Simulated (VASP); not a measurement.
Set up this calculation in VASP 6.6.1, as the native input.

* Task: single point
* Functional: PBEsol
* Potentials or basis: VASP PAW PBE potentials, release 64 (In_d, O)
* Cutoff: 520 eV
* k mesh: 6 × 6 × 6
* Occupations: gaussian, width 0.02 eV
* Spin: no spin polarisation
* Dipole correction: no
* Further INCAR settings: ALGO = Normal; EDIFF = 1e-06; NBANDS = 55

The structure of In2O3 lies in POSCAR:

```
In2O3
1.0
    2.7562186985      1.5913036075      4.8456980282
   -2.7562186985      1.5913036075      4.8456980282
    0.0000000000     -3.1826072150      4.8456980282
In O
4 6
Direct
    0.6425527980      0.6425527980      0.6425527980
    0.8574472020      0.8574472020      0.8574472020
    0.3574472020      0.3574472020      0.3574472020
    0.1425527980      0.1425527980      0.1425527980
    0.0458555564      0.7500000000      0.4541444436
    0.7500000000      0.4541444436      0.0458555564
    0.4541444436      0.0458555564      0.7500000000
    0.9541444436      0.2500000000      0.5458555564
    0.5458555564      0.9541444436      0.2500000000
    0.2500000000      0.5458555564      0.9541444436
```

One way to write it, as run:

INCAR

```
  PREC = Accurate
  ENCUT = 520
  EDIFF = 1E-6
  ISMEAR = 0
  SIGMA = 0.02
  LREAL = F
  LASPH = T
  NELM = 80
  ALGO = Normal
  ISIF = 2
  LWAVE = F
  LCHARG = F
  GGA = PS
  NBANDS = 55
```

KPOINTS

```
Automatic mesh
0
Gamma
  6 6 6
```

Potentials or basis: VASP PAW PBE potentials, release 64 (In_d, O).

The run is started by

```console
$ cat potpaw_PBE.64/In_d/POTCAR potpaw_PBE.64/O/POTCAR > POTCAR
$ mpirun -np 1 vasp_std > vasp.out
```

Results of the run:

```yaml
Pressure: 0.5 GPa
Largest_force: 0.005 eV/Å
Band_gap_on_the_k_mesh: 1.11 eV, indirect (least direct gap 1.16 eV)
```

Caveat: the PAW data sets were made with another functional, which shifts forces and pressure a little; spin-orbit coupling is left out, which moves the levels of the heavy elements.

It took 4.1 min on 1 thread of Intel Xeon 6975P-C (shared host), peak memory 0.4 GiB.
